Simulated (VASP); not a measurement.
Here is a VASP 6.6.1 calculation.

INCAR

```
  PREC = Accurate
  ENCUT = 600
  EDIFF = 1E-7
  ISMEAR = 0
  SIGMA = 0.1
  LREAL = F
  LASPH = T
  NELM = 80
  ALGO = Fast
  ISIF = 3
  LWAVE = F
  LCHARG = F
  GGA = PE
  IBRION = 2
  NSW = 100
  EDIFFG = -0.01
```

File KPOINTS:

```
Automatic mesh
0
Gamma
  8 8 8
```

POSCAR

```
Y2Si
1.0
    0.0000000000      4.2952897509      4.2952897509
    4.2952897509      0.0000000000      4.2952897509
    4.2952897509      4.2952897509      0.0000000000
Y Si
4 2
Direct
    0.1250000000      0.1250000000      0.1250000000
    0.6250000000      0.1250000000      0.1250000000
    0.1250000000      0.1250000000      0.6250000000
    0.1250000000      0.6250000000      0.1250000000
    0.5000000000      0.5000000000      0.5000000000
    0.7500000000      0.7500000000      0.7500000000
```

Potentials or basis: VASP PAW PBE potentials, release 64 (Y_sv, Si).

Command:

```bash
$ cat potpaw_PBE.64/Y_sv/POTCAR potpaw_PBE.64/Si/POTCAR > POTCAR
$ mpirun -np 1 vasp_std > vasp.out
```

Question: Predict the relaxed cell.

Answer: a = 6.056 Å, b = 6.056 Å, c = 6.056 Å, α = 60.00°, β = 60.00°, γ = 60.00°.

Question: Estimate the relaxed volume.

Answer: 26.18 Å³/atom.

Question: Estimate the space group after relaxing (to 0.1 Å).

Answer: Fd-3m (No. 227).

The path:
```
step  energy change (eV)  largest force (eV/Å)  pressure (GPa)  volume (Å³)
   1              0.0000                0.0000           -0.38       158.49
   2             -0.0018                0.0000           -0.02       157.06
```
